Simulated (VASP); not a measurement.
TiB, 2 atoms in the cell. The structure is cubic, space group F-43m (No. 216). Conventional cell: a = 4.202 Å, b = 4.202 Å, c = 4.202 Å, α = 90.00°, β = 90.00°, γ = 90.00°. Within 2.4 Å of Ti (site symmetry -43m) lie 4 B at 1.82 Å. B (site symmetry -43m) has 4 Ti at 1.82 Å within 2.4 Å. 

* Program: VASP 6.6.1
* Task: single point
* Functional: LDA
* Potentials or basis: VASP PAW LDA potentials, release 64 (Ti_sv, B)
* Cutoff: 520 eV
* k mesh: 9 × 9 × 9
* Occupations: fermi-dirac, width 0.05 eV
* Spin: no spin polarisation
* Dipole correction: no
* Further INCAR settings: ALGO = Normal; EDIFF = 1e-06; NBANDS = 14

Potentials or basis: VASP PAW LDA potentials, release 64 (Ti_sv, B).

Run with:

```console
$ cat potpaw_LDA.64/Ti_sv/POTCAR potpaw_LDA.64/B/POTCAR > POTCAR
$ mpirun -np 1 vasp_std > vasp.out
```

Hardware: 1 thread of Intel(R) Xeon(R) Platinum 8488C (Sapphire Rapids), on a shared host.

**Question.** How long does it take, and how much memory?

**Answer.** It took 4.8 s on 1 thread of Intel(R) Xeon(R) Platinum 8488C (Sapphire Rapids), on a shared host, peak memory 0.13 GiB. Counts: scf iterations 13, k points 35.
